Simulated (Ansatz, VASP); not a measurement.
## NiGe: VASP beside Ansatz

The input INCAR:

```
PREC = Accurate ; ENCUT = 520
EDIFF = 1E-7 ; ISMEAR = 0
SIGMA = 0.15 ; LREAL = F
LASPH = T ; NELM = 60
ALGO = Normal ; ISIF = 2
LWAVE = F ; LCHARG = F
GGA = PS ; NBANDS = 58
```

KPOINTS

```
Automatic mesh
0
Gamma
  8 12 8
```

Contents of POSCAR:

```
NiGe
1.0
    5.3107947876      0.0000000000      0.0000000000
    0.0000000000      3.4400167648      0.0000000000
    0.0000000000      0.0000000000      5.7392574988
Ni Ge
4 4
Direct
    0.9741569604      0.7500000000      0.1888713156
   -0.0118161072      0.2500000000      0.8111286844
    0.4881838928      0.2500000000      0.6888713156
    0.4741569604      0.7500000000      0.3111286844
    0.8116425502      0.7500000000      0.5883967035
    0.1883574498      0.2500000000      0.4116032965
    0.6883574498      0.2500000000      0.0883967035
    0.3116425502      0.7500000000      0.9116032965
```

Input for Ansatz:

```yaml
crystal:
  lattice:
    - [5.3107947876, 0.0, 0.0]
    - [0.0, 3.4400167648, 0.0]
    - [0.0, 0.0, 5.7392574988]
  atoms:
    - { symbol: Ni, position: [0.9741569604, 0.75, 0.1888713156] }
    - { symbol: Ni, position: [-0.0118161072, 0.25, 0.8111286844] }
    - { symbol: Ni, position: [0.4881838928, 0.25, 0.6888713156] }
    - { symbol: Ni, position: [0.4741569604, 0.75, 0.3111286844] }
    - { symbol: Ge, position: [0.8116425502, 0.75, 0.5883967035] }
    - { symbol: Ge, position: [0.1883574498, 0.25, 0.4116032965] }
    - { symbol: Ge, position: [0.6883574498, 0.25, 0.0883967035] }
    - { symbol: Ge, position: [0.3116425502, 0.75, 0.9116032965] }
basis:
  ecutwfc: 420
kpoints:
  mp_grid: { grid: [8, 12, 8] }
hamiltonian:
  xc: pbesol
scf:
  occupations: { method: gaussian, width: 0.15 }
output:
  forces: true
  stress: true
  eigenvalues: true
```

Change from the starting cell: all Ni atoms moved -0.100 Å, as atom 1 along Cartesian [1 0 0].

Alike in both runs: task single point; functional PBEsol; k mesh 8 × 12 × 8; occupations gaussian, width 0.15 eV; no spin polarisation.

|  | VASP | Ansatz |
| --- | --- | --- |
| version | VASP 6.6.1 | Ansatz 0.2.0 |
| potentials or method | VASP PAW PBE potentials, release 64 (Ni, Ge_d), cutoff 520 eV | scalar-relativistic, plane waves, PAW |
| valence electrons in the cell | 96 | 128 |

```csv
,VASP,Ansatz,Ansatz less VASP
gap on the k mesh at the Fermi level (eV),none,none,-
pressure (GPa),0.9,0.7,-0.20
"traceless stress, the component that is largest in VASP (GPa)",-0.21,-0.27,-0.057
rms of the force components (eV/Å),0.434,0.432,-0.0019
```

VASP's potentials were made for PBE, not for PBEsol. Atom by atom the forces differ by 0.004 eV/Å (rms over components). A gap of «none» marks a metal or a gap that the smearing closes. With one functional, cell and mesh, what is left measures potentials, basis and numerics. VASP's potentials hold 96 valence electrons a cell and Ansatz's 128, so a difference there can come from the potentials and not from the codes.
